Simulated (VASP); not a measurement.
# Al2Ru (I4/mmm) in VASP: further runs, part 2 of 2

VASP 6.6.1. Earlier steps stand in the parts before.

## Step 3: Single point, r2SCAN (equal strain along all axes, cell held: -2.0 %, then relaxed in part)

The input, POSCAR:

```
Al2Ru
1.0
    3.0593840999      0.0000000000      0.0000000000
    0.0000000000      3.0593840999      0.0000000000
    0.0000000000      0.0000000000      8.2760837368
Al Ru
4 2
Direct
    0.5000000000      0.5000000000      0.1601648196
    0.0000000000      0.0000000000      0.3398351804
    0.0000000000      0.0000000000      0.6601648196
    0.5000000000      0.5000000000      0.8398351804
    0.0000000000      0.0000000000      0.0000000000
    0.5000000000      0.5000000000      0.5000000000
```

The input, INCAR.step1:

```
PREC = Accurate
ENCUT = 520
ISMEAR = 0
SIGMA = 0.1
LREAL = F
LASPH = T
NELM = 60
NBANDS = 29
GGA = PE
ALGO = Normal
EDIFF = 1E-4
LWAVE = T
LCHARG = F
```

The input, INCAR.step2:

```
PREC = Accurate
ENCUT = 520
EDIFF = 1E-6
ISMEAR = 0
SIGMA = 0.1
LREAL = F
LASPH = T
NELM = 60
ALGO = Normal
ISIF = 2
LWAVE = F
LCHARG = F
METAGGA = R2SCAN
LMIXTAU = T
NBANDS = 29
ISTART = 1
```

The input, KPOINTS:

```
Automatic mesh
0
Gamma
  12 12 4
```

Potentials or basis: VASP PAW PBE potentials, release 64 (Al, Ru_pv).

Run with:

```
> cat potpaw_PBE.64/Al/POTCAR potpaw_PBE.64/Ru_pv/POTCAR > POTCAR
> cp INCAR.step1 INCAR
> mpirun -np 1 vasp_std > vasp.out
> cp INCAR.step2 INCAR
> mpirun -np 1 vasp_std > vasp.out
```

Wall time 4 min (1 thread of Intel Xeon 6975P-C (Granite Rapids), shared host); peak memory 0.3 GiB.

It converged, with:

```yaml
Free_energy: -82.1693 eV
Pressure: 12.6 GPa
Largest_force: 0.017 eV/Å
Band_gap_on_the_k_mesh: zero (bands 20 and 21 overlap by 0.02 eV)
```

Forces on the atoms (eV/Å):
```
Al   0.000  0.000  0.017
Al   0.000  0.000 -0.017
Al   0.000  0.000  0.017
Al   0.000  0.000 -0.017
Ru   0.000  0.000  0.000
Ru   0.000  0.000  0.000
```

Stress tensor (GPa, compression positive):
```
12.79  0.00  0.00
 0.00 12.79  0.00
 0.00  0.00 12.28
```

Levels at points of the mesh, in eV from the Fermi level:
```
           k point  band 18  band 19  band 20  band 21  band 22  band 23
(0.00, 0.00, 0.00)    -1.87    -1.21    -1.18     2.74     3.47     3.47
(0.50, 0.00, 0.00)    -2.79    -1.75    -1.75     0.68     0.68     3.18
(0.50, 0.50, 0.00)    -1.26    -0.46    -0.46     0.47     0.47     2.03
(0.00, 0.00, 0.50)    -2.13    -1.20    -1.20     4.49     4.49     4.49
(0.50, 0.00, 0.50)    -3.01    -1.75    -1.75     0.77     0.77     3.50
(0.50, 0.50, 0.50)    -2.03    -0.56    -0.56     0.47     0.47     1.68
```

Caveat: the cell differs from its parent crystal (equal strain along all axes, cell held: -2.0 %, then relaxed in part); the cell stands under pressure; the PAW data sets were made with another functional, which shifts forces and pressure a little.

## Step 4: Single point, r2SCAN (equal strain along all axes, cell held: -1.0 %, then relaxed in part)

The input, POSCAR:

```
Al2Ru
1.0
    3.0906023050      0.0000000000      0.0000000000
    0.0000000000      3.0906023050      0.0000000000
    0.0000000000      0.0000000000      8.3605335709
Al Ru
4 2
Direct
    0.5000000000      0.5000000000      0.1596583801
    0.0000000000      0.0000000000      0.3403416199
    0.0000000000      0.0000000000      0.6596583801
    0.5000000000      0.5000000000      0.8403416199
    0.0000000000      0.0000000000      0.0000000000
    0.5000000000      0.5000000000      0.5000000000
```

The input, INCAR.step1:

```
PREC = Accurate ; ENCUT = 520
ISMEAR = 0 ; SIGMA = 0.1
LREAL = False ; LASPH = True
NELM = 60 ; NBANDS = 29
GGA = PE ; ALGO = Normal
EDIFF = 1E-4 ; LWAVE = True
LCHARG = False
```

The input, INCAR.step2:

```
PREC = Accurate ; ENCUT = 520
EDIFF = 1E-6 ; ISMEAR = 0
SIGMA = 0.1 ; LREAL = False
LASPH = True ; NELM = 60
ALGO = Normal ; ISIF = 2
LWAVE = False ; LCHARG = True
METAGGA = R2SCAN ; LMIXTAU = True
LELF = True ; LVHAR = True
NBANDS = 29 ; ISTART = 1
```

The input, KPOINTS:

```
regular mesh
0
Gamma
  12 12 4
```

Run with:

```
> cat potpaw_PBE.64/Al/POTCAR potpaw_PBE.64/Ru_pv/POTCAR > POTCAR
> cp INCAR.step1 INCAR
> mpirun -np 1 vasp_std > vasp.out
> cp INCAR.step2 INCAR
> mpirun -np 1 vasp_std > vasp.out
```

Wall time 3.4 min (1 thread of Intel Xeon 6975P-C (Granite Rapids), shared host); peak memory 0.3 GiB.

It converged, with:

| Item | Value |
| --- | --- |
| Free energy | -82.3064 eV |
| Pressure | 5.8 GPa |
| Largest force | 0.009 eV/Å |
| Band gap on the k mesh | zero (bands 20 and 21 overlap by 0.03 eV) |

Forces in eV/Å, atoms in the order of the input:
```
Al   0.000  0.000  0.009
Al   0.000  0.000 -0.009
Al   0.000  0.000  0.009
Al   0.000  0.000 -0.009
Ru   0.000  0.000  0.000
Ru   0.000  0.000  0.000
```

Stress tensor (GPa, compression positive):
```
5.93 0.00 0.00
0.00 5.93 0.00
0.00 0.00 5.58
```

Levels at points of the mesh, in eV from the Fermi level:
| k point | band 17 | band 18 | band 19 | band 20 | band 21 | band 22 | band 23 | band 24 |
| --- | --- | --- | --- | --- | --- | --- | --- | --- |
| (0.00, 0.00, 0.00) | -1.83 | -1.83 | -1.21 | -1.18 | 2.61 | 3.39 | 3.39 | 4.63 |
| (0.50, 0.00, 0.00) | -2.72 | -2.72 | -1.70 | -1.70 | 0.62 | 0.62 | 3.10 | 3.10 |
| (0.50, 0.50, 0.00) | -1.27 | -1.27 | -0.49 | -0.49 | 0.41 | 0.41 | 1.99 | 1.99 |
| (0.00, 0.00, 0.50) | -2.08 | -2.08 | -1.19 | -1.19 | 4.37 | 4.37 | 4.37 | 4.37 |
| (0.50, 0.00, 0.50) | -2.93 | -2.93 | -1.70 | -1.70 | 0.70 | 0.70 | 3.34 | 3.34 |
| (0.50, 0.50, 0.50) | -2.00 | -2.00 | -0.57 | -0.57 | 0.41 | 0.41 | 1.55 | 1.55 |

Caveat: the cell differs from its parent crystal (equal strain along all axes, cell held: -1.0 %, then relaxed in part); the cell stands under pressure; the PAW data sets were made with another functional, which shifts forces and pressure a little.

## Step 5: Single point, r2SCAN

This run uses another cell than the first one: it holds 3 atoms, not 6.

The input, POSCAR:

```
Al2Ru
1.0
   -1.5609102542      1.5609102542      4.2224917107
    1.5609102542     -1.5609102542      4.2224917107
    1.5609102542      1.5609102542     -4.2224917107
Al Ru
2 1
Direct
    0.6590940354      0.6590940354      0.0000000000
    0.3409059646      0.3409059646      0.0000000000
    0.0000000000      0.0000000000      0.0000000000
```

The input, INCAR.step1:

```
ALGO = Normal ; EDIFF = 1E-4
ENCUT = 520 ; GGA = PE
ISMEAR = 0 ; LASPH = True
LCHARG = False ; LREAL = False
LWAVE = True ; NBANDS = 17
NELM = 80 ; PREC = Accurate
SIGMA = 0.15
```

The input, INCAR.step2:

```
ALGO = Normal ; EDIFF = 1E-6
ENCUT = 520 ; ISIF = 2
ISMEAR = 0 ; ISTART = 1
LASPH = True ; LCHARG = False
LMIXTAU = True ; LREAL = False
LWAVE = False ; METAGGA = R2SCAN
NBANDS = 17 ; NELM = 80
PREC = Accurate ; SIGMA = 0.15
```

The input, KPOINTS:

```
k-points
0
Gamma
  24 24 24
```

Potentials or basis: VASP PAW PBE potentials, release 64 (Al, Ru_pv).

Run with:

```
> cat potpaw_PBE.64/Al/POTCAR potpaw_PBE.64/Ru_pv/POTCAR > POTCAR
> cp INCAR.step1 INCAR
> mpirun -np 1 vasp_std > vasp.out
> cp INCAR.step2 INCAR
> mpirun -np 1 vasp_std > vasp.out
```

OUTCAR:

```text
EDIFF = 1E-6
   ENCUT = 520
   ISIF = 2
   ISMEAR = 0
   ISTART = 1
   LASPH = True
   LREAL = False
   METAGGA = R2SCAN
   NELM = 80
   PREC = Accurate

 ion  position               nearest neighbor table
   1  0.659  0.659  0.000-   3 2.58   3 2.58   3 2.58   3 2.58   2 2.69   2 2.69   2 2.69   2 2.69
                             2 2.69   3 2.88
   2  0.341  0.341  0.000-   3 2.58   3 2.58   3 2.58   3 2.58   1 2.69   1 2.69   1 2.69   1 2.69
                             1 2.69   3 2.88
[... 681 lines left out ...]
  Direction    XX          YY          ZZ          XY          YZ          ZX
  --------------------------------------------------------------------------------------
  -------------------------------------------------------------------------------------
  Total       -0.0127465     -0.0127465     -0.0491715      0.0000000      0.0000000      0.0000000
  in kB       -0.4962668     -0.4962668     -1.9144280      0.0000000      0.0000000      0.0000000
  external PRESSURE =      -0.9689872 kB  Pullay stress =       0.0000000 kB

 VOLUME and BASIS-vectors are now :
 -----------------------------------------------------------------------------
  energy-cutoff  :      520.00
  volume of cell :       41.15
      direct lattice vectors                 reciprocal lattice vectors
    -1.560910254  1.560910254  4.222491711     0.000000000  0.320325912  0.118413495
     1.560910254 -1.560910254  4.222491711     0.320325912  0.000000000  0.118413495
     1.560910254  1.560910254 -4.222491711     0.320325912  0.320325912  0.000000000

 POSITION                                       TOTAL-FORCE (eV/Angst)
 -----------------------------------------------------------------------------------
      0.00000      0.00000      5.56604         0.000000      0.000000      0.008960
      0.00000      0.00000      2.87895         0.000000     -0.000000     -0.008960
      0.00000      0.00000      0.00000        -0.000000      0.000000      0.000000
 -----------------------------------------------------------------------------------
    total drift:                                0.000000     -0.000000      0.000000

  FREE ENERGIE OF THE ION-ELECTRON SYSTEM (eV)
  ---------------------------------------------------
  free  energy   TOTEN  =       -41.1748898984 eV

  energy  without entropy=      -41.1733687648  energy(sigma->0) =      -41.17412933
```

OSZICAR.step1:

```text
N       E                     dE             d eps       ncg     rms          rms(c)
DAV:   1     0.116756637947E+03    0.11676E+03   -0.10650E+04 37398   0.109E+03
DAV:   2    -0.172068479795E+02   -0.13396E+03   -0.12997E+03 41919   0.282E+02
DAV:   3    -0.195384296211E+02   -0.23316E+01   -0.23195E+01 44658   0.379E+01
DAV:   4    -0.195585776659E+02   -0.20148E-01   -0.20140E-01 43468   0.362E+00
DAV:   5    -0.195590370112E+02   -0.45935E-03   -0.45932E-03 46835   0.497E-01    0.128E+01
DAV:   6    -0.190496790514E+02    0.50936E+00   -0.60210E+00 38003   0.207E+01    0.373E+00
DAV:   7    -0.187593941483E+02    0.29028E+00   -0.15080E+00 37672   0.102E+01    0.280E+00
DAV:   8    -0.187078758435E+02    0.51518E-01   -0.11254E-01 40291   0.310E+00    0.536E-01
DAV:   9    -0.187048338505E+02    0.30420E-02   -0.40984E-03 45163   0.405E-01    0.237E-01
DAV:  10    -0.187047109234E+02    0.12293E-03   -0.84667E-04 40920   0.251E-01    0.657E-02
DAV:  11    -0.187046793781E+02    0.31545E-04   -0.24204E-04 29099   0.142E-01
   1 F= -.18704679E+02 E0= -.18703248E+02  d E =-.286218E-02
```

Wall time 1.9 h (1 thread of Oxide Virtual Turin-like, shared host); peak memory 0.76 GiB.

Results:

| Property | Result |
| --- | --- |
| Free energy | -41.1749 eV |
| Pressure | -0.1 GPa |
| Largest force | 0.009 eV/Å |
| Band gap on the k mesh | zero (bands 10 and 11 overlap by 0.04 eV) |

Forces on the atoms (eV/Å):
```
Al   0.000  0.000  0.009
Al   0.000  0.000 -0.009
Ru   0.000  0.000  0.000
```

Caveat: the PAW data sets were made with another functional, which shifts forces and pressure a little.

## Step 6: Summary

```csv
cell,k mesh,smearing,gap on the mesh (eV),pressure (GPa),largest force (eV/Å)
"a = 3.028, b = 3.028, c = 8.192 Å, 6 atoms, atomic positions A",12 × 12 × 4,gaussian 0.1 eV,none,20.4,0.02
"a = 3.059, b = 3.059, c = 8.276 Å, 6 atoms, atomic positions B",12 × 12 × 4,gaussian 0.1 eV,none,12.6,0.02
"a = 3.091, b = 3.091, c = 8.361 Å, 6 atoms, atomic positions C",12 × 12 × 4,gaussian 0.1 eV,none,5.8,0.01
"a = 4.765 Å, angles 141.8, 141.8, 55.2°, 3 atoms, atomic positions D",24 × 24 × 24,gaussian 0.15 eV,none,-0.1,0.01
```

Alike in all rows: task single point; level r2SCAN; potentials or basis VASP PAW PBE potentials, release 64 (Al, Ru_pv); no spin polarisation; cutoff (eV) 520.

Caveats: the PAW data sets were made with another functional, which shifts forces and pressure a little; the cell stands under pressure (at least some runs).

Absolute energies hang on the potentials; compare differences alone.
